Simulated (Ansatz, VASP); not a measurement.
Pt3Pb in VASP and in Ansatz

File INCAR:

```
  PREC = Accurate
  ENCUT = 520
  EDIFF = 1E-6
  ISMEAR = -1
  SIGMA = 0.03
  LREAL = False
  LASPH = True
  NELM = 80
  ALGO = Normal
  ISIF = 2
  LWAVE = False
  LCHARG = True
  GGA = CA
  LELF = True
  LVHAR = True
  NBANDS = 30
```

KPOINTS

```
Automatic mesh
0
Gamma
  9 9 9
```

File POSCAR:

```
Pt3Pb
1.0
    4.0580000000      0.0000000000      0.0000000000
    0.0000000000      4.0580000000      0.0000000000
    0.0000000000      0.0000000000      4.0580000000
Pt Pb
3 1
Direct
    0.0000000000      0.5000000000      0.5000000000
    0.5000000000      0.0000000000      0.5000000000
    0.5000000000      0.5000000000      0.0000000000
    0.0000000000      0.0000000000      0.0000000000
```

Input for Ansatz:

```yaml
crystal:
  lattice:
    - [4.058, 0.0, 0.0]
    - [0.0, 4.058, 0.0]
    - [0.0, 0.0, 4.058]
  atoms:
    - { symbol: Pt, position: [0.0, 0.5, 0.5] }
    - { symbol: Pt, position: [0.5, 0.0, 0.5] }
    - { symbol: Pt, position: [0.5, 0.5, 0.0] }
    - { symbol: Pb, position: [0.0, 0.0, 0.0] }
kpoints:
  mp_grid: { grid: [9, 9, 9] }
  band_path:
    path:
      - [0.0, 0.0, 0.0]
      - [0.0, 0.5, 0.0]
      - [0.5, 0.5, 0.0]
      - [0.0, 0.0, 0.0]
      - [0.5, 0.5, 0.5]
      - [0.0, 0.5, 0.0]
      - [0.5, 0.5, 0.5]
      - [0.5, 0.5, 0.0]
    npoints: 14
scf:
  occupations: { method: fermi_dirac, width: 0.03 }
hamiltonian:
  xc: lda
  pseudopotentials: { kind: all_electron, lapw: { basis_error: 0.001 } }
output:
  forces: true
  stress: true
  eigenvalues: true
  populations: true
  dos: { projected: true, de: 0.2, e_range: [-14, 8] }
```

Alike in both runs: task single point; functional LDA; k mesh 9 × 9 × 9; occupations fermi-dirac, width 0.03 eV; no spin polarisation.

```csv
,VASP,Ansatz
version,VASP 6.6.1,Ansatz 0.2.0
potentials or method,"VASP PAW LDA potentials, release 64 (Pt, Pb_d), cutoff 520 eV","all-electron LAPW, scalar-relativistic"
```

VASP gave:

```
pressure (GPa) : -2.3
```

**Question.** Which values does Ansatz return?

**Answer.** Pressure (GPa): -2.9.

LDA's correlation is that of Perdew and Zunger in VASP and of Perdew and Wang (1992) in Ansatz. Ansatz ran all-electron here, and VASP with PAW potentials.

Neither program's run includes spin-orbit coupling.
